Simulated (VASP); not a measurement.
# C (Fmmm) in VASP: a series of runs

C is run at these levels: LDA; tasks: single point.

Program: VASP 6.6.1. These are calculated values, not measurements. Logs are shortened: lines on timing, memory, paths and dates and some standing lists are left out, and cuts for length are marked.

### 1 The cell of the first run

The structure is orthorhombic, space group Fmmm (No. 69). The conventional cell has a = 2.482 Å, b = 4.297 Å, c = 6.921 Å, α = 90.00°, β = 90.00°, γ = 90.00°. C (site symmetry m2m) has 3 C at 1.43 Å within 1.9 Å.

### 2 Single point, LDA (strain +0.015 along x and y, +0.030 along z)

File INCAR:

```
SYSTEM = C
ALGO = Normal
EDIFF = 1E-6
ENCUT = 520
ISIF = 2
ISMEAR = 0
LASPH = .TRUE.
LCHARG = .FALSE.
LREAL = .FALSE.
LWAVE = .FALSE.
NBANDS = 11
NELM = 60
PREC = Accurate
SIGMA = 0.03
```

File KPOINTS:

```
k-points
0
G
  16 16 16
  0 0 0
```

File POSCAR:

```
C
1.0
    0.0000000000      2.1484005097      3.4605416593
    1.2411264372      0.0000000000      3.4605416593
    1.2411264372      2.1484005097      0.0000000000
C
2
Direct
    0.1667065656      0.8332934344      0.1667065656
    0.8332934344      0.1667065656      0.8332934344
```

Potentials or basis: VASP PAW LDA potentials, release 64 (C).

Run with:

```bash
> cat potpaw_LDA.64/C/POTCAR > POTCAR
> mpirun -np 1 vasp_std > vasp.out
```

OUTCAR:

```text
SYSTEM = C
   EDIFF = 1E-6
   ENCUT = 520
   ISIF = 2
   ISMEAR = 0
   LASPH = .TRUE.
   LREAL = .FALSE.
   NELM = 60
   PREC = Accurate

 ion  position               nearest neighbor table
   1  0.167  0.833  0.167-   2 1.43   2 1.43   2 1.43
   2  0.833  0.167  0.833-   1 1.43   1 1.43   1 1.43

  LATTYP: Found a face centered orthorhombic cell.
 ALAT       =     2.4822528744
 B/A-ratio  =     1.7310085784
 C/A-ratio  =     2.7882265300

  Lattice vectors:

 A1 = (   0.0000000000,   2.1484005097,   3.4605416593)
 A2 = (   1.2411264372,   0.0000000000,   3.4605416593)
 A3 = (   1.2411264372,   2.1484005097,   0.0000000000)

Analysis of symmetry for initial positions (statically):
=====================================================================
 Subroutine PRICEL returns:
 Original cell was already a primitive cell.

 Routine SETGRP: Setting up the symmetry group for a
 face centered orthorhombic supercell.

 Subroutine GETGRP returns: Found  8 space group operations
 (whereof  8 operations were pure point group operations)
 out of a pool of  8 trial point group operations.

The static configuration has the point symmetry D_2h.

Analysis of symmetry for dynamics (positions and initial velocities):
=====================================================================
 Subroutine PRICEL returns:
 Original cell was already a primitive cell.

 Routine SETGRP: Setting up the symmetry group for a
 face centered orthorhombic supercell.

 Subroutine GETGRP returns: Found  8 space group operations
 (whereof  8 operations were pure point group operations)
 out of a pool of  8 trial point group operations.

The dynamic configuration has the point symmetry D_2h.

 Subroutine INISYM returns: Found  8 space group operations
 (whereof  8 operations are pure point group operations),
 and found     1 'primitive' translations

----------------------------------------------------------------------------------------

                                     Primitive cell

  volume of cell :      18.4546

  direct lattice vectors                    reciprocal lattice vectors
     0.000000000  2.148400510  3.460541659    -0.402859842  0.232731280  0.144486051
     1.241126437  0.000000000  3.460541659     0.402859842 -0.232731280  0.144486051
     1.241126437  2.148400510  0.000000000     0.402859842  0.232731280 -0.144486051

  length of vectors
     4.073201852  3.676376397  2.481132722     0.487171551  0.487171551  0.487171551

  position of ions in fractional coordinates (direct lattice)
     0.166706566  0.833293434  0.166706566
     0.833293434  0.166706566  0.833293434

  ion indices of the primitive-cell ions
   primitive index   ion index
                 1           1
                 2           2

----------------------------------------------------------------------------------------

 KPOINTS: k-points

Automatic generation of k-mesh.
 Grid dimensions read from file:
 generate k-points for:   16   16   16

 Generating k-lattice:

  Cartesian coordinates                     Fractional coordinates (reciprocal lattice)
    -0.025178740  0.014545705  0.009030378     0.062500000  0.000000000  0.000000000
     0.025178740 -0.014545705  0.009030378     0.000000000  0.062500000  0.000000000
     0.025178740  0.014545705 -0.009030378    -0.000000000 -0.000000000  0.062500000

  Length of vectors
     0.030448222  0.030448222  0.030448222

  Shift w.r.t. Gamma in fractional coordinates (k-lattice)
     0.000000000  0.000000000  0.000000000

 Subroutine IBZKPT returns following result:
 ===========================================

 Found    621 irreducible k-points:

 Following reciprocal coordinates:
            Coordinates               Weight
  0.000000  0.000000  0.000000      1.000000
  0.062500  0.000000 -0.000000      8.000000
  0.125000  0.000000 -0.000000      8.000000
  0.187500  0.000000 -0.000000      8.000000
  0.250000  0.000000 -0.000000      8.000000
  0.312500 -0.000000 -0.000000      8.000000
[... 16 lines left out ...]
 -0.125000  0.062500  0.000000      8.000000
 -0.062500  0.062500  0.000000      4.000000
 [... further k-points ...]
   k-points           NKPTS =    621   k-points in BZ     NKDIM =    621   number of bands    NBANDS=     11
   number of dos      NEDOS =    301   number of ions     NIONS =      2
   total plane-waves  NPLWV =  15120
   dimension x,y,z NGX =    30 NGY =   28 NGZ =   18
   dimension x,y,z NGXF=    60 NGYF=   56 NGZF=   36
   ions per type =               2
   NGX,Y,Z   is equivalent  to a cutoff of  12.24, 12.66, 12.06 a.u.
   NGXF,Y,Z  is equivalent  to a cutoff of  24.49, 25.32, 24.12 a.u.
 SYSTEM =  C
   PREC   = accura    normal or accurate (medium, high low for compatibility)
   ISTART =      0    job   : 0-new  1-cont  2-samecut
   ICHARG =      2    charge: 1-file 2-atom 10-const
   ISPIN  =      1    spin polarized calculation?
   LNONCOLLINEAR =      F non collinear calculations
   LSORBIT =      F    spin-orbit coupling
   LASPH  =      T    aspherical Exc in radial PAW
   ENCUT  =  520.0 eV  38.22 Ry    6.18 a.u.   7.57  6.84  4.61*2*pi/ulx,y,z
   NELM   =     60;   NELMIN=  2; NELMDL= -5     # of ELM steps
   EDIFF  = 0.1E-05   stopping-criterion for ELM
   LREAL  =      F    real-space projection
   EDIFFG = 0.1E-04   stopping-criterion for IOM
   NSW    =      0    number of steps for IOM
   IBRION =     -1    ionic relax: 0-MD 1-quasi-New 2-CG
   NFREE  =      0    steps in history (QN), initial steepest desc. (CG)
   ISIF   =      2    stress and relaxation
   ISYM   =      2    0-nonsym 1-usesym 2-fastsym
   POTIM  = 0.5000    time-step for ionic-motion
   TEBEG  =    0.0;   TEEND  =   0.0 temperature during run
   PSTRESS=    0.0 pullay stress
   NELECT =       8.0000    total number of electrons
   NUPDOWN=      -1.0000    fix difference up-down
   EMIN   =  10.00;   EMAX   =-10.00  energy-range for DOS
   EFERMI =   0.00;   METHOD = LEGACY
   ISMEAR =     0;   SIGMA  =   0.03  broadening in eV -4-tet -1-fermi 0-gaus
   EFERMI_NEDOS =   21; number of points for ismear=-14 and -15
   IALGO  =     38    algorithm
   IMIX   =      4    mixing-type and parameters
     AMIX     =   0.40;   BMIX     =  1.00
     AMIX_MAG =   1.60;   BMIX_MAG =  1.00
  volume/ion in A,a.u.               =       9.23        62.27
  Fermi-wavevector in a.u.,A,eV,Ry     =   1.238995  2.341362 20.886436  1.535110
  Thomas-Fermi vector in A             =   2.373497
   LORBIT       =      0    0 simple, 1 ext, 2 COOP (PROOUT), +10 PAW based schemes
   GGA     = CA    functional components
   LHFCALC =     F    Hartree Fock is set to
   AEXX    =    0.0000 exact exchange contribution
   IVDW    =     0    specifies the selected vdW correction
   LEPSILON=     F    determine dielectric tensor
   LRPA    =     F    only Hartree local field effects (RPA)
 non-spin polarized calculation
 Gauss-broadening in eV      SIGMA  =   0.03
  energy-cutoff  :      520.00
  volume of cell :       18.45
 maximum number of plane-waves:       512
   NGX = 15   NGY = 13   NGZ =  9

 number of electron       8.0000001 magnetization

 Free energy of the ion-electron system (eV)
  ---------------------------------------------------
  ext. energy  EPLUGINS =         0.00000000
  ---------------------------------------------------
  free energy    TOTEN  =       -20.19427827 eV

  energy without entropy =      -20.19427827  energy(sigma->0) =      -20.19427827

 E-fermi :   4.0802     XC(G=0): -10.5115

 val. band max:        3.9315217528   @ k =   0.4375  -0.1875   0.3125
 cond. band min:       4.2243320829   @ k =   0.0000   0.3125   0.3125
 fundamental gap:      0.2928103301
 Fermi energy:         4.0802099470

 k-point     1 :       0.0000    0.0000    0.0000
  band No.  band energies     occupation
      1     -15.0856      2.00000
      2      -2.3950      2.00000
      3       1.1519      2.00000
      4       1.1582      2.00000
      5       7.8688      0.00000
      6      12.3122      0.00000
      7      12.3689      0.00000
      8      15.2310      0.00000
      9      16.6105      0.00000
     10      26.1895      0.00000
     11      28.2290      0.00000

 k-point     2 :       0.0625    0.0000   -0.0000
  band No.  band energies     occupation
      1     -14.9918      2.00000
      2      -2.3114      2.00000
      3       0.7974      2.00000
      4       0.9617      2.00000
      5       8.0256      0.00000
      6      12.3976      0.00000
      7      12.7161      0.00000
      8      14.9066      0.00000
      9      16.7728      0.00000
     10      26.4839      0.00000
     11      27.6234      0.00000

 k-point     3 :       0.1250    0.0000   -0.0000
  band No.  band energies     occupation
      1     -14.7112      2.00000
      2      -2.0598      2.00000
      3      -0.1728      2.00000
      4       0.4661      2.00000
      5       8.4927      0.00000
      6      12.4316      0.00000
      7      13.7884      0.00000
      8      13.9986      0.00000
      9      17.2999      0.00000
     10      25.9244      0.00000
     11      27.3039      0.00000

 k-point     4 :       0.1875    0.0000   -0.0000
  band No.  band energies     occupation
      1     -14.2461      2.00000
      2      -1.6388      2.00000
      3      -1.5336      2.00000
      4      -0.1717      2.00000
      5       9.2568      0.00000
      6      12.3306      0.00000
      7      12.6536      0.00000
      8      15.3719      0.00000
      9      18.1854      0.00000
     10      24.0982      0.00000
     11      28.1553      0.00000
[... 239 lines left out ...]
 k-point    22 :      -0.1875    0.0625    0.0000
  band No.  band energies     occupation
      1     -13.6250      2.00000
      2      -3.0808      2.00000
      3      -0.8414      2.00000
      4      -0.8141      2.00000
      5       9.8214      0.00000
      6      10.9894      0.00000
      7      12.1257      0.00000
      8      17.2772      0.00000
      9      19.3491      0.00000
     10      22.3957      0.00000
     11      27.4612      0.00000

 k-point    23 :      -0.1250    0.0625    0.0000
  band No.  band energies     occupation
      1     -14.2633      2.00000
      2      -1.5291      2.00000
      3      -1.4851      2.00000
      4      -0.1717      2.00000
      5       8.9239      0.00000
      6      12.3327      0.00000
      7      12.6201      0.00000
      8      15.3717      0.00000
      9      18.2122      0.00000
     10      24.0368      0.00000
     11      28.2997      0.00000

 k-point    24 :      -0.0625    0.0625    0.0000
  band No.  band energies     occupation
      1     -14.7201      2.00000
      2      -1.9780      2.00000
      3      -0.1713      2.00000
      4       0.4661      2.00000
      5       8.3185      0.00000
      6      12.4331      0.00000
      7      13.7906      0.00000
      8      13.9866      0.00000
      9      17.3076      0.00000
     10      25.9465      0.00000
     11      27.2962      0.00000

 [... further k-points ...]
[... 5 lines left out ...]
  --------------------------------------------------------------------------------------
  -------------------------------------------------------------------------------------
  Total       -1.8737529     -1.8885178     -0.0701725      0.0000000      0.0000000      0.0000000
  in kB     -162.6737760   -163.9556238     -6.0921723      0.0000000      0.0000000      0.0000000
  external PRESSURE =    -110.9071907 kB  Pullay stress =       0.0000000 kB

 VOLUME and BASIS-vectors are now :
 -----------------------------------------------------------------------------
  energy-cutoff  :      520.00
  volume of cell :       18.45
      direct lattice vectors                 reciprocal lattice vectors
     0.000000000  2.148400510  3.460541659    -0.402859842  0.232731280  0.144486051
     1.241126437  0.000000000  3.460541659     0.402859842 -0.232731280  0.144486051
     1.241126437  2.148400510  0.000000000     0.402859842  0.232731280 -0.144486051

 POSITION                                       TOTAL-FORCE (eV/Angst)
 -----------------------------------------------------------------------------------
      1.24113      0.71630      3.46054         0.000000     -0.021480      0.000000
      1.24113      3.58050      3.46054         0.000000      0.021480      0.000000
 -----------------------------------------------------------------------------------
    total drift:                                0.000000      0.000000     -0.000000

  FREE ENERGIE OF THE ION-ELECTRON SYSTEM (eV)
  ---------------------------------------------------
  free  energy   TOTEN  =       -20.1942782701 eV

  energy  without entropy=      -20.1942782701  energy(sigma->0) =      -20.19427827
```

Run time: 84 s. Hardware: 1 thread of Intel Xeon 6975P-C, shared host; peak memory 0.21 GiB.

Results:

| Property | Result |
| --- | --- |
| Free energy | -20.1943 eV |
| Pressure | -11.1 GPa |
| Largest force | 0.021 eV/Å |
| Band gap on the k mesh | 0.29 eV, indirect (least direct gap 0.34 eV) |

Forces on the atoms (eV/Å):
```
C    0.000 -0.021  0.000
C    0.000  0.021  0.000
```

Stress tensor (GPa, compression positive):
```
-16.27   0.00   0.00
  0.00 -16.40   0.00
  0.00   0.00  -0.61
```

Levels at points of the mesh, in eV from the valence-band top:
```csv
k point,band 2,band 3,band 4,band 5,band 6,band 7
"(0.00, 0.00, 0.00)",-6.33,-2.78,-2.77,3.94,8.38,8.44
"(0.50, 0.00, 0.00)",-12.77,-6.09,-2.09,1.81,7.52,12.15
"(0.50, 0.50, 0.00)",-8.10,-2.80,-2.77,8.35,8.41,9.70
"(0.50, 0.00, 0.50)",-12.84,-6.08,-1.41,2.59,7.67,10.92
"(0.00, 0.50, 0.50)",-12.69,-6.12,-2.68,1.18,7.33,13.30
```

Caveat: the cell differs from its parent crystal (strain +0.015 along x and y, +0.030 along z).

(Part 1 of 2 ends here.)
